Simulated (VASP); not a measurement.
# Au (Fm-3m) in VASP: single point with PBE

Aim: the single point of Au with PBE.

Everything below comes from runs of VASP 6.6.1. Logs are shortened: lines on timing, memory, paths and dates and some standing lists are left out, and cuts for length are marked.

**1. The cell of the first run**

The structure is cubic, space group Fm-3m (No. 225). Conventional cell: a = 3.970 Å, b = 3.970 Å, c = 3.970 Å, α = 90.00°, β = 90.00°, γ = 90.00°. Within 3.7 Å of Au (site symmetry m-3m) lie 12 Au at 2.81 Å.

**2. Single point, PBE**

File INCAR:

```
PREC     = Accurate       # precision mode
ENCUT    = 520            # plane-wave cutoff, eV
EDIFF    = 1E-6           # SCF threshold, eV
ISMEAR   = 0              # smearing method
SIGMA    = 0.1            # smearing width, eV
LREAL    = False          # projectors in reciprocal space
LASPH    = True           # aspherical terms in the spheres
NELM     = 60             # most SCF steps
ALGO     = Normal         # electronic algorithm
ISIF     = 2              # what is computed and relaxed
LWAVE    = False          # write WAVECAR
LCHARG   = False          # write CHGCAR
GGA      = PE             # functional
NBANDS   = 12             # bands
```

File KPOINTS:

```
regular mesh
0
Gamma
  8 8 8
```

File POSCAR:

```
Au
1.0
    0.0000000000      1.9850550533      1.9850550533
    1.9850550533      0.0000000000      1.9850550533
    1.9850550533      1.9850550533      0.0000000000
Au
1
Direct
    0.0000000000      0.0000000000      0.0000000000
```

Potentials or basis: VASP PAW PBE potentials, release 64 (Au).

Started as:

```sh
$ cat potpaw_PBE.64/Au/POTCAR > POTCAR
$ mpirun -np 1 vasp_std > vasp.out
```

OUTCAR:

```text
PREC = Accurate
   ENCUT = 520
   EDIFF = 1E-6
   ISMEAR = 0
   LREAL = False
   LASPH = True
   NELM = 60
   ISIF = 2
   GGA = PE

 ion  position               nearest neighbor table
   1  0.000  0.000  0.000-

  LATTYP: Found a face centered cubic cell.
 ALAT       =     3.9701101066

  Lattice vectors:

 A1 = (   0.0000000000,   1.9850550533,   1.9850550533)
 A2 = (   1.9850550533,   0.0000000000,   1.9850550533)
 A3 = (   1.9850550533,   1.9850550533,   0.0000000000)

Analysis of symmetry for initial positions (statically):
[... 33 lines left out ...]
                                     Primitive cell

  volume of cell :      15.6440

  direct lattice vectors                    reciprocal lattice vectors
     0.000000000  1.985055053  1.985055053    -0.251882183  0.251882183  0.251882183
     1.985055053  0.000000000  1.985055053     0.251882183 -0.251882183  0.251882183
     1.985055053  1.985055053  0.000000000     0.251882183  0.251882183 -0.251882183

  length of vectors
     2.807291778  2.807291778  2.807291778     0.436272738  0.436272738  0.436272738

  position of ions in fractional coordinates (direct lattice)
     0.000000000  0.000000000  0.000000000

  ion indices of the primitive-cell ions
   primitive index   ion index
                 1           1

----------------------------------------------------------------------------------------

 KPOINTS: regular mesh

Automatic generation of k-mesh.
 Grid dimensions read from file:
 generate k-points for:    8    8    8

 Generating k-lattice:

  Cartesian coordinates                     Fractional coordinates (reciprocal lattice)
    -0.031485273  0.031485273  0.031485273     0.125000000  0.000000000  0.000000000
     0.031485273 -0.031485273  0.031485273     0.000000000  0.125000000  0.000000000
     0.031485273  0.031485273 -0.031485273     0.000000000  0.000000000  0.125000000

  Length of vectors
     0.054534092  0.054534092  0.054534092

  Shift w.r.t. Gamma in fractional coordinates (k-lattice)
     0.000000000  0.000000000  0.000000000

 Subroutine IBZKPT returns following result:
 ===========================================

 Found     29 irreducible k-points:

 Following reciprocal coordinates:
            Coordinates               Weight
  0.000000  0.000000  0.000000      1.000000
  0.125000  0.000000  0.000000      8.000000
  0.250000  0.000000  0.000000      8.000000
  0.375000  0.000000  0.000000      8.000000
  0.500000  0.000000  0.000000      4.000000
[... 38 lines left out ...]
   EDIFF  = 0.1E-05   stopping-criterion for ELM
   LREAL  =      F    real-space projection
   EDIFFG = 0.1E-04   stopping-criterion for IOM
   NSW    =      0    number of steps for IOM
   IBRION =     -1    ionic relax: 0-MD 1-quasi-New 2-CG
   NFREE  =      0    steps in history (QN), initial steepest desc. (CG)
   ISIF   =      2    stress and relaxation
   ISYM   =      2    0-nonsym 1-usesym 2-fastsym
   POTIM  = 0.5000    time-step for ionic-motion
   TEBEG  =    0.0;   TEEND  =   0.0 temperature during run
   PSTRESS=    0.0 pullay stress
   NELECT =      11.0000    total number of electrons
   NUPDOWN=      -1.0000    fix difference up-down
   EMIN   =  10.00;   EMAX   =-10.00  energy-range for DOS
   EFERMI =   0.00;   METHOD = LEGACY
   ISMEAR =     0;   SIGMA  =   0.10  broadening in eV -4-tet -1-fermi 0-gaus
   EFERMI_NEDOS =   21; number of points for ismear=-14 and -15
   IALGO  =     38    algorithm
   IMIX   =      4    mixing-type and parameters
     AMIX     =   0.40;   BMIX     =  1.00
     AMIX_MAG =   1.60;   BMIX_MAG =  1.00
  volume/ion in A,a.u.               =      15.64       105.57
  Fermi-wavevector in a.u.,A,eV,Ry     =   1.455760  2.750988 28.833980  2.119238
  Thomas-Fermi vector in A             =   2.572757
   LORBIT       =      0    0 simple, 1 ext, 2 COOP (PROOUT), +10 PAW based schemes
   GGA     = PE    functional components
   LHFCALC =     F    Hartree Fock is set to
   AEXX    =    0.0000 exact exchange contribution
   IVDW    =     0    specifies the selected vdW correction
   LEPSILON=     F    determine dielectric tensor
   LRPA    =     F    only Hartree local field effects (RPA)
 non-spin polarized calculation
 Gauss-broadening in eV      SIGMA  =   0.10
  energy-cutoff  :      520.00
  volume of cell :       15.64
 maximum number of plane-waves:       444
 NGX is ok and might be reduce to    24
   NGX = 11   NGY = 11   NGZ = 11

 number of electron      11.0000002 magnetization

 Free energy of the ion-electron system (eV)
  ---------------------------------------------------
  ext. energy  EPLUGINS =         0.00000000
  ---------------------------------------------------
  free energy    TOTEN  =        -2.99525387 eV

  energy without entropy =       -2.99206774  energy(sigma->0) =       -2.99366081

 E-fermi :  11.0043     XC(G=0): -13.2332

 val. band max:       10.9304295249   @ k =   0.5000   0.2500   0.1250
 cond. band min:      11.1855316769   @ k =   0.5000   0.3750   0.1250
 fundamental gap:      0.2551021520
 Fermi energy:        11.0043045623

 k-point     1 :       0.0000    0.0000    0.0000
  band No.  band energies     occupation
      1       0.1748      2.00000
      2       5.8008      2.00000
      3       5.8008      2.00000
      4       5.8008      2.00000
      5       7.5633      2.00000
      6       7.5633      2.00000
      7      25.3358      0.00000
      8      29.8343      0.00000
      9      29.8343      0.00000
     10      29.8343      0.00000
     11      35.0229      0.00000
     12      40.7118      0.00000
[... 331 lines left out ...]
 k-point    24 :      -0.3750    0.2500    0.1250
  band No.  band energies     occupation
      1       3.9641      2.00000
      2       4.9966      2.00000
      3       6.2513      2.00000
      4       6.7469      2.00000
      5       8.7899      2.00000
      6      13.7135      0.00000
      7      14.4524      0.00000
      8      23.8753      0.00000
      9      24.6023      0.00000
     10      29.0984      0.00000
     11      35.7585      0.00000
     12      38.7129      0.00000

 [... further k-points ...]
[... 5 lines left out ...]
  --------------------------------------------------------------------------------------
  -------------------------------------------------------------------------------------
  Total        2.9313531      2.9313531      2.9313531      0.0000000     -0.0000000      0.0000000
  in kB      300.2140791    300.2140791    300.2140791      0.0000000     -0.0000000      0.0000000
  external PRESSURE =     300.2140791 kB  Pullay stress =       0.0000000 kB

 VOLUME and BASIS-vectors are now :
 -----------------------------------------------------------------------------
  energy-cutoff  :      520.00
  volume of cell :       15.64
      direct lattice vectors                 reciprocal lattice vectors
     0.000000000  1.985055053  1.985055053    -0.251882183  0.251882183  0.251882183
     1.985055053  0.000000000  1.985055053     0.251882183 -0.251882183  0.251882183
     1.985055053  1.985055053  0.000000000     0.251882183  0.251882183 -0.251882183

 POSITION                                       TOTAL-FORCE (eV/Angst)
 -----------------------------------------------------------------------------------
      0.00000      0.00000      0.00000         0.000000      0.000000      0.000000
 -----------------------------------------------------------------------------------
    total drift:                               -0.000000      0.000000      0.000000

  FREE ENERGIE OF THE ION-ELECTRON SYSTEM (eV)
  ---------------------------------------------------
  free  energy   TOTEN  =        -2.9952538741 eV

  energy  without entropy=       -2.9920677400  energy(sigma->0) =       -2.99366081
```

OSZICAR:

```text
N       E                     dE             d eps       ncg     rms          rms(c)
DAV:   1     0.507702519575E+02    0.50770E+02   -0.55099E+03   712   0.815E+02
DAV:   2    -0.258779622656E+01   -0.53358E+02   -0.50507E+02   812   0.190E+02
DAV:   3    -0.325183760933E+01   -0.66404E+00   -0.66142E+00   852   0.208E+01
DAV:   4    -0.325412316168E+01   -0.22856E-02   -0.22855E-02   824   0.139E+00
DAV:   5    -0.325413872675E+01   -0.15565E-04   -0.15565E-04   860   0.107E-01    0.125E+01
DAV:   6    -0.302340848558E+01    0.23073E+00   -0.53283E-01   764   0.609E+00    0.767E+00
DAV:   7    -0.299799454800E+01    0.25414E-01   -0.88074E-02   816   0.247E+00    0.289E+00
DAV:   8    -0.299525586570E+01    0.27387E-02   -0.36623E-03   768   0.534E-01    0.256E-01
DAV:   9    -0.299524967345E+01    0.61923E-05   -0.12309E-05   840   0.327E-02    0.286E-02
DAV:  10    -0.299525380041E+01   -0.41270E-05   -0.19445E-06   816   0.123E-02    0.256E-03
DAV:  11    -0.299525387415E+01   -0.73737E-07   -0.34070E-08   448   0.143E-03
   1 F= -.29952539E+01 E0= -.29936608E+01  d E =-.318613E-02
```

Wall time 3.1 s (1 thread of Intel Xeon Platinum 8559C (Emerald Rapids), shared host); peak memory 0.13 GiB.

Results:

| Quantity | Value |
| --- | --- |
| Free energy | -2.9953 eV |
| Pressure | 30.0 GPa |

Levels at points of the mesh, in eV from the Fermi level:
```csv
k point,band 2,band 3,band 4,band 5,band 6,band 7,band 8,band 9,band 10,band 11
"(0.00, 0.00, 0.00)",-5.20,-5.20,-5.20,-3.44,-3.44,14.33,18.83,18.83,18.83,24.02
"(0.50, 0.00, 0.00)",-5.25,-5.25,-2.05,-2.05,-1.40,3.54,13.80,17.73,17.73,26.25
"(0.50, 0.50, 0.00)",-7.58,-2.09,-1.67,-1.67,0.75,6.49,10.22,10.22,18.15,21.03
```

Caveat: spin-orbit coupling is left out, which moves the levels of the heavy elements.
